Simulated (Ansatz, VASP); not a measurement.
One calculation of HfS4, two programs

```
Hf S
1.0
     4.99456    0.00000    0.00000
    -2.49728    4.32542    0.00000
     0.00000    0.00000    6.24016
Hf S
1 4
Direct
  0.00000 0.00000 0.50000
  0.00000 0.00000 0.79601
  0.00000 0.00000 0.20399
  0.33333 0.66667 0.50000
  0.66667 0.33333 0.50000
```

Alike in both runs: task relaxation of cell and atoms; functional PBE; k mesh 6 × 6 × 4; occupations gaussian, width 0.1 eV; no spin polarisation.

|  | VASP | Ansatz |
| --- | --- | --- |
| version | VASP 6.6.1 | Ansatz 0.2.0 |
| potentials or method | VASP PAW PBE potentials, release 64 (Hf_pv, S), cutoff 600 eV | scalar-relativistic, plane waves, PAW |
| valence electrons in the cell | 34 | 50 |

|  | VASP | Ansatz | Ansatz less VASP |
| --- | --- | --- | --- |
| gap on the k mesh at the Fermi level, each at its own relaxed structure (eV) | none | none | - |
| relaxed volume (Å³/atom) | 25.42 | 25.52 | +0.107 |
| relaxed cell length with the largest relative difference (Å) | 6.872 | 6.891 | +0.0190 |

A gap of «none» marks a metal or a gap that the smearing closes. VASP's potentials hold 34 valence electrons a cell and Ansatz's 50, so a difference there can come from the potentials and not from the codes.

Spin-orbit coupling is off throughout.
